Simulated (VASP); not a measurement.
# MgB2 (P6/mmm) in VASP: further runs

The runs below take MgB2 through single point, with r2SCAN.

Everything below comes from runs of VASP 6.6.1. Logs are shortened: lines on timing, memory, paths and dates and some standing lists are left out, and cuts for length are marked.

**1. The cell of the first run**

It takes space group P6/mmm (No. 191, hexagonal). Conventional cell: a = 3.105 Å, b = 3.105 Å, c = 3.546 Å, α = 90.00°, β = 90.00°, γ = 120.00°. Within 3.3 Å of Mg (site symmetry 6/mmm) lie 12 B at 2.52 Å and 6 Mg at 3.11 Å. B (site symmetry -6m2) has 3 B at 1.79 Å within 2.4 Å.

**2. Single point, r2SCAN**

POSCAR

```
MgB2
1.0
    3.1054310590      0.0000000000      0.0000000000
   -1.5527155295      2.6893821868      0.0000000000
    0.0000000000      0.0000000000      3.5463318058
Mg B
1 2
Direct
    0.0000000000      0.0000000000      0.0000000000
    0.6666666667      0.3333333333      0.5000000000
    0.3333333333      0.6666666667      0.5000000000
```

INCAR.step1

```
PREC = Accurate
ENCUT = 750
ISMEAR = -1
SIGMA = 0.05
LREAL = F
LASPH = T
NELM = 120
NBANDS = 15
GGA = PE
ALGO = Normal
EDIFF = 1E-5
LWAVE = T
LCHARG = F
GGA_COMPAT = F
```

INCAR.step2

```
PREC = Accurate
ENCUT = 750
EDIFF = 1E-6
ISMEAR = -1
SIGMA = 0.05
LREAL = F
LASPH = T
NELM = 120
ALGO = Normal
ISIF = 2
LWAVE = F
LCHARG = F
METAGGA = R2SCAN
LMIXTAU = T
NBANDS = 15
ISTART = 1
GGA_COMPAT = F
```

KPOINTS

```
regular mesh
0
Gamma
  10 10 8
```

Potentials or basis: VASP PAW PBE potentials, release 64 (Mg_sv, B).

Started as:

```bash
cat potpaw_PBE.64/Mg_sv/POTCAR potpaw_PBE.64/B/POTCAR > POTCAR
cp INCAR.step1 INCAR
mpirun -np 1 vasp_std > vasp.out
cp INCAR.step2 INCAR
mpirun -np 1 vasp_std > vasp.out
```

OUTCAR:

```text
PREC = Accurate
   ENCUT = 750
   EDIFF = 1E-6
   ISMEAR = -1
   LREAL = F
   LASPH = T
   NELM = 120
   ISIF = 2
   METAGGA = R2SCAN
   ISTART = 1

 ion  position               nearest neighbor table
   1  0.000  0.000  0.000-
   2  0.667  0.333  0.500-   3 1.79   3 1.79   3 1.79
   3  0.333  0.667  0.500-   2 1.79   2 1.79   2 1.79

  LATTYP: Found a hexagonal cell.
 ALAT       =     3.1054310590
 C/A-ratio  =     1.1419773096

  Lattice vectors:

 A1 = (   3.1054310590,   0.0000000000,   0.0000000000)
 A2 = (  -1.5527155295,   2.6893821868,   0.0000000000)
 A3 = (   0.0000000000,   0.0000000000,   3.5463318058)

Analysis of symmetry for initial positions (statically):
=====================================================================
 Subroutine PRICEL returns:
 Original cell was already a primitive cell.

 Routine SETGRP: Setting up the symmetry group for a
 hexagonal supercell.

 Subroutine GETGRP returns: Found 24 space group operations
 (whereof 24 operations were pure point group operations)
 out of a pool of 24 trial point group operations.

The static configuration has the point symmetry D_6h.

Analysis of symmetry for dynamics (positions and initial velocities):
=====================================================================
 Subroutine PRICEL returns:
 Original cell was already a primitive cell.

 Routine SETGRP: Setting up the symmetry group for a
 hexagonal supercell.

 Subroutine GETGRP returns: Found 24 space group operations
 (whereof 24 operations were pure point group operations)
 out of a pool of 24 trial point group operations.

The dynamic configuration has the point symmetry D_6h.

 Subroutine INISYM returns: Found 24 space group operations
 (whereof 24 operations are pure point group operations),
 and found     1 'primitive' translations

----------------------------------------------------------------------------------------

                                     Primitive cell

  volume of cell :      29.6179

  direct lattice vectors                    reciprocal lattice vectors
     3.105431059  0.000000000  0.000000000     0.322016487  0.185916305  0.000000000
    -1.552715529  2.689382187  0.000000000     0.000000000  0.371832611  0.000000000
     0.000000000  0.000000000  3.546331806     0.000000000  0.000000000  0.281981511

[... 93 lines left out ...]
   POTIM  = 0.5000    time-step for ionic-motion
   TEBEG  =    0.0;   TEEND  =   0.0 temperature during run
   PSTRESS=    0.0 pullay stress
   NELECT =      16.0000    total number of electrons
   NUPDOWN=      -1.0000    fix difference up-down
   EMIN   =  10.00;   EMAX   =-10.00  energy-range for DOS
   EFERMI =   0.00;   METHOD = LEGACY
   ISMEAR =    -1;   SIGMA  =   0.05  broadening in eV -4-tet -1-fermi 0-gaus
   EFERMI_NEDOS =   21; number of points for ismear=-14 and -15
   IALGO  =     38    algorithm
   IMIX   =      4    mixing-type and parameters
     AMIX     =   0.40;   BMIX     =  1.00
     AMIX_MAG =   1.60;   BMIX_MAG =  1.00
  volume/ion in A,a.u.               =       9.87        66.62
  Fermi-wavevector in a.u.,A,eV,Ry     =   1.333307  2.519585 24.187188  1.777708
  Thomas-Fermi vector in A             =   2.462176
   LORBIT       =      0    0 simple, 1 ext, 2 COOP (PROOUT), +10 PAW based schemes
   METAGGA = R2SCAN    functional components
   LHFCALC =     F    Hartree Fock is set to
   AEXX    =    0.0000 exact exchange contribution
   IVDW    =     0    specifies the selected vdW correction
   LEPSILON=     F    determine dielectric tensor
   LRPA    =     F    only Hartree local field effects (RPA)
 non-spin polarized calculation
  energy-cutoff  :      750.00
  volume of cell :       29.62
 maximum number of plane-waves:      1398
 NGX is ok and might be reduce to    28
   NGX = 13   NGY = 13   NGZ = 15

 number of electron      16.0000024 magnetization

 Free energy of the ion-electron system (eV)
  ---------------------------------------------------
  ext. energy  EPLUGINS =         0.00000000
  ---------------------------------------------------
  free energy    TOTEN  =       -19.41222984 eV

  energy without entropy =      -19.40645813  energy(sigma->0) =      -19.40934399

 E-fermi :   5.0188     XC(G=0): -11.7247

 val. band max:        4.9931244594   @ k =   0.4000   0.0000   0.5000
 cond. band min:       5.0266030075   @ k =   0.3000   0.2000   0.0000
 fundamental gap:      0.0334785482
 Fermi energy:         5.0187607819

 k-point     1 :       0.0000    0.0000    0.0000
  band No.  band energies     occupation
      1     -73.3544      2.00000
      2     -38.4678      2.00000
      3     -38.4678      2.00000
      4     -38.4495      2.00000
      5      -8.1085      2.00000
      6       1.9010      2.00000
      7       5.3504      0.00263
      8       5.3504      0.00263
      9       6.9075      0.00000
     10      11.5186      0.00000
     11      11.5186      0.00000
     12      13.2237      0.00000
     13      15.5940      0.00000
     14      18.6167      0.00000
[... 401 lines left out ...]
      2     -38.5022      2.00000
      3     -38.4786      2.00000
      4     -38.4447      2.00000
      5      -4.3665      2.00000
      6      -2.4516      2.00000
      7       2.0093      2.00000
      8       4.2832      2.00000
      9       7.3474      0.00000
     10      10.4393      0.00000
     11      11.7290      0.00000
     12      13.8878      0.00000
     13      15.7172      0.00000
     14      19.2173      0.00000
     15      20.0391      0.00000

 [... further k-points ...]

------------------------ aborting loop because EDIFF is reached ----------------------------------------

  FORCE on cell =-STRESS in cart. coord.  units (eV):
  Direction    XX          YY          ZZ          XY          YZ          ZX
  --------------------------------------------------------------------------------------
  -------------------------------------------------------------------------------------
  Total       -1.0184842     -1.0184842     -0.7712191     -0.0000000     -0.0000000      0.0000000
  in kB      -55.0948639    -55.0948639    -41.7190679     -0.0000000     -0.0000000      0.0000000
  external PRESSURE =     -50.6362653 kB  Pullay stress =       0.0000000 kB

 VOLUME and BASIS-vectors are now :
 -----------------------------------------------------------------------------
  energy-cutoff  :      750.00
  volume of cell :       29.62
      direct lattice vectors                 reciprocal lattice vectors
     3.105431059  0.000000000  0.000000000     0.322016487  0.185916305  0.000000000
    -1.552715529  2.689382187  0.000000000     0.000000000  0.371832611  0.000000000
     0.000000000  0.000000000  3.546331806     0.000000000  0.000000000  0.281981511

 POSITION                                       TOTAL-FORCE (eV/Angst)
 -----------------------------------------------------------------------------------
      0.00000      0.00000      0.00000        -0.000000      0.000000      0.000000
      1.55272      0.89646      1.77317         0.000000     -0.000000     -0.000000
     -0.00000      1.79292      1.77317        -0.000000      0.000000      0.000000
 -----------------------------------------------------------------------------------
    total drift:                               -0.000000      0.000000      0.000000

  FREE ENERGIE OF THE ION-ELECTRON SYSTEM (eV)
  ---------------------------------------------------
  free  energy   TOTEN  =       -19.4122298437 eV

  energy  without entropy=      -19.4064581326  energy(sigma->0) =      -19.40934399
```

OSZICAR.step1:

```text
N       E                     dE             d eps       ncg     rms          rms(c)
DAV:   1     0.116763059381E+03    0.11676E+03   -0.11449E+04  2100   0.149E+03
DAV:   2    -0.126904501088E+02   -0.12945E+03   -0.12358E+03  2562   0.356E+02
DAV:   3    -0.169362506824E+02   -0.42458E+01   -0.42086E+01  3092   0.618E+01
DAV:   4    -0.169881636088E+02   -0.51913E-01   -0.51905E-01  2325   0.668E+00
DAV:   5    -0.169892511751E+02   -0.10876E-02   -0.10876E-02  2914   0.778E-01    0.684E+00
DAV:   6    -0.155725144830E+02    0.14167E+01   -0.85859E-01  2541   0.687E+00    0.320E+00
DAV:   7    -0.153128704124E+02    0.25964E+00   -0.53059E-01  2744   0.459E+00    0.768E-01
DAV:   8    -0.153112215807E+02    0.16488E-02   -0.59904E-02  2436   0.217E+00    0.387E-01
DAV:   9    -0.153077616546E+02    0.34599E-02   -0.34490E-03  2513   0.507E-01    0.592E-02
DAV:  10    -0.153076764327E+02    0.85222E-04   -0.83199E-04  2800   0.242E-01    0.431E-02
DAV:  11    -0.153076852669E+02   -0.88342E-05   -0.46297E-05  2429   0.616E-02
   1 F= -.15307685E+02 E0= -.15304694E+02  d E =-.598183E-02
```

Run time: 2.8 min. Hardware: 1 thread of Intel Xeon Platinum 8259CL at 2.50GHz (Skylake/Cascade Lake), shared host; peak memory 0.2 GiB.

Results:

```yaml
Free_energy: -19.4122 eV
Pressure: -5.1 GPa
Band_gap_on_the_k_mesh: zero (bands 8 and 9 overlap by 2.51 eV)
```

Stress tensor (GPa, compression positive):
```
-5.51  0.00  0.00
 0.00 -5.51  0.00
 0.00  0.00 -4.17
```

Caveat: the cell stands under tension; the PAW data sets were made with another functional, which shifts forces and pressure a little.

**3. Single point, r2SCAN**

This run uses another cell than the first one, of 9.68 Å³/atom.

POSCAR

```
MgB2
1.0
    3.0850000000      0.0000000000      0.0000000000
   -1.5425000000      2.6716883707      0.0000000000
    0.0000000000      0.0000000000      3.5230000000
Mg B
1 2
Direct
    0.0000000000      0.0000000000      0.0000000000
    0.6666666667      0.3333333333      0.5000000000
    0.3333333333      0.6666666667      0.5000000000
```

INCAR.step1

```
PREC = Accurate
ENCUT = 750
ISMEAR = -1
SIGMA = 0.05
LREAL = False
LASPH = True
NELM = 120
NBANDS = 15
GGA = PE
ALGO = Normal
EDIFF = 1E-5
LWAVE = True
LCHARG = False
GGA_COMPAT = False
```

INCAR.step2

```
PREC = Accurate
ENCUT = 750
EDIFF = 1E-6
ISMEAR = -1
SIGMA = 0.05
LREAL = False
LASPH = True
NELM = 120
ALGO = Normal
ISIF = 2
LWAVE = False
LCHARG = False
METAGGA = R2SCAN
LMIXTAU = True
NBANDS = 15
ISTART = 1
GGA_COMPAT = False
```

KPOINTS is that of step 2.

Potentials or basis: VASP PAW PBE potentials, release 64 (Mg_sv, B).

Started as:

```bash
cat potpaw_PBE.64/Mg_sv/POTCAR potpaw_PBE.64/B/POTCAR > POTCAR
cp INCAR.step1 INCAR
mpirun -np 1 vasp_std > vasp.out
cp INCAR.step2 INCAR
mpirun -np 1 vasp_std > vasp.out
```

It took 100 s on 1 thread of AMD EPYC 9R45 (Zen 5), shared host; peak memory 0.16 GiB.

The run converged. Its results:

```yaml
Free_energy: -19.4236 eV
Pressure: -2.2 GPa
Band_gap_on_the_k_mesh: zero (bands 8 and 9 overlap by 2.54 eV)
```

Stress tensor (GPa, compression positive):
```
-2.29  0.00  0.00
 0.00 -2.29  0.00
 0.00  0.00 -2.02
```

Levels at points of the mesh, in eV from the Fermi level:
| k point | band 6 | band 7 | band 8 | band 9 | band 10 | band 11 |
| --- | --- | --- | --- | --- | --- | --- |
| (0.00, 0.00, 0.00) | -3.16 | 0.35 | 0.35 | 1.94 | 6.59 | 6.59 |
| (0.50, 0.00, 0.00) | -8.31 | -2.36 | 0.16 | 3.25 | 4.08 | 5.74 |
| (0.00, 0.00, 0.50) | -7.77 | 0.74 | 0.74 | 6.90 | 6.90 | 8.53 |
| (0.50, 0.00, 0.50) | -7.40 | -3.78 | -2.06 | -1.26 | 5.99 | 9.50 |

Caveat: the PAW data sets were made with another functional, which shifts forces and pressure a little.

**4. Single point, r2SCAN**

This run uses another cell than the first one, of 9.49 Å³/atom.

POSCAR

```
MgB2
1.0
    3.0642946782      0.0000000000      0.0000000000
   -1.5321473391      2.6537570360      0.0000000000
    0.0000000000      0.0000000000      3.4993549923
Mg B
1 2
Direct
    0.0000000000      0.0000000000      0.0000000000
    0.6666666667      0.3333333333      0.5000000000
    0.3333333333      0.6666666667      0.5000000000
```

INCAR.step1

```
SYSTEM = MgB2
PREC = Accurate ; ENCUT = 750
ISMEAR = -1 ; SIGMA = 0.05
LREAL = .False. ; LASPH = .True.
NELM = 120 ; NBANDS = 15
GGA = PE ; ALGO = Normal
EDIFF = 1E-5 ; LWAVE = .True.
LCHARG = .False. ; GGA_COMPAT = .False.
```

INCAR.step2

```
SYSTEM = MgB2
PREC = Accurate ; ENCUT = 750
EDIFF = 1E-6 ; ISMEAR = -1
SIGMA = 0.05 ; LREAL = .False.
LASPH = .True. ; NELM = 120
ALGO = Normal ; ISIF = 2
LWAVE = .False. ; LCHARG = .False.
METAGGA = R2SCAN ; LMIXTAU = .True.
NBANDS = 15 ; ISTART = 1
GGA_COMPAT = .False.
```

KPOINTS

```
Automatic mesh
0
Gamma
  10 10 8
  0 0 0
```

Started as:

```bash
cat potpaw_PBE.64/Mg_sv/POTCAR potpaw_PBE.64/B/POTCAR > POTCAR
cp INCAR.step1 INCAR
mpirun -np 1 vasp_std > vasp.out
cp INCAR.step2 INCAR
mpirun -np 1 vasp_std > vasp.out
```

It took 3.1 min on 1 thread of Intel Xeon Platinum 8375C at 2.90GHz (Ice Lake), shared host; peak memory 0.19 GiB.

Results (log left out):

```
Free energy            : -19.4241 eV
Pressure               : 0.9 GPa
Band gap on the k mesh : zero (bands 8 and 9 overlap by 2.58 eV)
```

Stress tensor (GPa, compression positive):
```
1.20 0.00 0.00
0.00 1.20 0.00
0.00 0.00 0.26
```

Levels at points of the mesh, in eV from the Fermi level:
```tsv
k point	band 5	band 6	band 7	band 8	band 9	band 10	band 11	band 12
(0.00, 0.00, 0.00)	-13.38	-3.20	0.36	0.36	1.99	6.67	6.67	8.65
(0.50, 0.00, 0.00)	-9.27	-8.40	-2.38	0.15	3.30	4.13	5.84	8.08
(0.00, 0.00, 0.50)	-12.06	-7.87	0.77	0.77	6.98	6.98	8.65	10.64
(0.50, 0.00, 0.50)	-8.27	-7.47	-3.83	-2.09	-1.27	6.13	9.63	9.88
```

Caveat: the PAW data sets were made with another functional, which shifts forces and pressure a little.

**5. The runs side by side**

| cell | gap on the mesh (eV) | pressure (GPa) |
| --- | --- | --- |
| a = 3.105, b = 3.105, c = 3.546 Å, angles 90.0, 90.0, 120.0°, 3 atoms | none | -5.1 |
| a = 3.085, b = 3.085, c = 3.523 Å, angles 90.0, 90.0, 120.0°, 3 atoms | none | -2.2 |
| a = 3.064, b = 3.064, c = 3.499 Å, angles 90.0, 90.0, 120.0°, 3 atoms | none | 0.9 |

Alike in all rows: task single point; level r2SCAN; potentials or basis VASP PAW PBE potentials, release 64 (Mg_sv, B); no spin polarisation; k mesh 10 × 10 × 8; cutoff (eV) 750; smearing fermi-dirac 0.05 eV.

Caveats: the PAW data sets were made with another functional, which shifts forces and pressure a little; the cell stands under tension (at least some runs).

Absolute energies hang on the potentials; compare differences alone.
